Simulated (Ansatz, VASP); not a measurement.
## Si in VASP and in Ansatz

File POSCAR:

```
Si
1.0
    0.0000000000      2.7221188733      2.7221188733
    2.7221188733      0.0000000000      2.7221188733
    2.7221188733      2.7221188733      0.0000000000
Si
2
Direct
    0.0000000000      0.0000000000      0.0000000000
    0.2500000000      0.2500000000      0.2500000000
```

The input INCAR.step1:

```
SYSTEM = Si
PREC = Accurate
ENCUT = 520
EDIFF = 1E-5
ISMEAR = 0
SIGMA = 0.01
LREAL = .False.
LASPH = .True.
NELM = 100
ALGO = Normal
ISIF = 2
LWAVE = .True.
LCHARG = .False.
GGA = PE
NBANDS = 11
```

INCAR.step2

```
SYSTEM = Si
PREC = Accurate
ENCUT = 520
EDIFF = 1E-6
ISMEAR = 0
SIGMA = 0.01
LREAL = .False.
LASPH = .True.
NELM = 100
ALGO = Normal
ISIF = 2
LWAVE = .False.
LCHARG = .False.
GGA = PE
LHFCALC = .True.
HFSCREEN = 0.2079
PRECFOCK = Normal
ISTART = 1
NBANDS = 11
```

File KPOINTS:

```
regular mesh
0
Gamma
  6 6 6
  0 0 0
```

Input for Ansatz:

```yaml
crystal:
  lattice:
    - [0.0, 2.7221188733, 2.7221188733]
    - [2.7221188733, 0.0, 2.7221188733]
    - [2.7221188733, 2.7221188733, 0.0]
  atoms:
    - { symbol: Si, position: [0.0, 0.0, 0.0] }
    - { symbol: Si, position: [0.25, 0.25, 0.25] }
kpoints:
  mp_grid: { grid: [6, 6, 6] }
  band_path:
    path:
      - [0.0, 0.0, 0.0]
      - [0.5, 0.0, 0.5]
      - [0.625, 0.25, 0.625]
      - [0.375, 0.375, 0.75]
      - [0.5, 0.5, 0.5]
      - [0.5, 0.25, 0.75]
      - [0.0, 0.419271, 0.419271]
    npoints: 1
hamiltonian:
  xc: hse06
scf:
  occupations: { method: fixed }
  n_extra_bands: 4
output:
  forces: true
  stress: true
  eigenvalues: true
```

Alike in both runs: task single point; functional HSE06; k mesh 6 × 6 × 6; no spin polarisation.

|  | VASP | Ansatz |
| --- | --- | --- |
| version | VASP 6.6.1 | Ansatz 0.2.0 |
| potentials or method | VASP PAW PBE potentials, release 64 (Si) | plane waves, PAW |
| plane-wave cutoff (eV) | 520 | 420 |
| occupations | gaussian, width 0.01 eV | fixed |
| valence electrons in the cell | 8 | 8 |

Ansatz gave:

```
gap on the k mesh at the Fermi level (eV) : 1.29
pressure (GPa)                            : -0.2
```

Question: What did VASP give for the same quantities?

Answer: gap on the k mesh at the Fermi level (eV): 1.31; pressure (GPa): -0.5.

Ansatz's warnings: stress exchange threshold loose, stress scf threshold loose.
